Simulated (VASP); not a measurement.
Input of a VASP 6.6.1 run:

POSCAR

```
HgTe
1.0
   -3.0456030000      3.0456030000      1.5594100000
    3.0456030000     -3.0456030000      1.5594100000
    3.0456030000      3.0456030000     -1.5594100000
Hg Te
1 1
Direct
    0.7500000000      0.2500000000      0.5000000000
    0.0000000000      0.0000000000      0.0000000000
```

Contents of INCAR.step1:

```
SYSTEM = HgTe
PREC = Accurate ; ENCUT = 600
ISMEAR = -1 ; SIGMA = 0.05
LREAL = .False. ; LASPH = .True.
NELM = 60 ; GGA = PE
ALGO = Normal ; EDIFF = 1E-4
LWAVE = .True. ; LCHARG = .False.
```

INCAR.step2

```
SYSTEM = HgTe
PREC = Accurate ; ENCUT = 600
EDIFF = 1E-6 ; ISMEAR = -1
SIGMA = 0.05 ; LREAL = .False.
LASPH = .True. ; NELM = 60
ALGO = Normal ; ISIF = 3
LWAVE = .False. ; LCHARG = .False.
METAGGA = R2SCAN ; LMIXTAU = .True.
IBRION = 2 ; NSW = 60
EDIFFG = -0.01 ; ISTART = 1
```

The input KPOINTS:

```
regular mesh
0
Gamma
  10 10 10
  0 0 0
```

Potentials or basis: VASP PAW PBE potentials, release 64 (Hg, Te).

Run with:

```console
$ cat potpaw_PBE.64/Hg/POTCAR potpaw_PBE.64/Te/POTCAR > POTCAR
$ cp INCAR.step1 INCAR
$ mpirun -np 1 vasp_std > vasp.out
$ cp INCAR.step2 INCAR
$ mpirun -np 1 vasp_std > vasp.out
```

(1) What does it give for the band gap on the k mesh?

(2) Estimate the relaxed volume.

Results:

(1) zero (band 9 reaches 6.82 eV, above the bottom of band 10 at 2.77 eV).

(2) 28.07 Å³/atom.

Caveat: the PAW data sets were made with another functional, which shifts forces and pressure a little; spin-orbit coupling is left out, which moves the levels of the heavy elements.
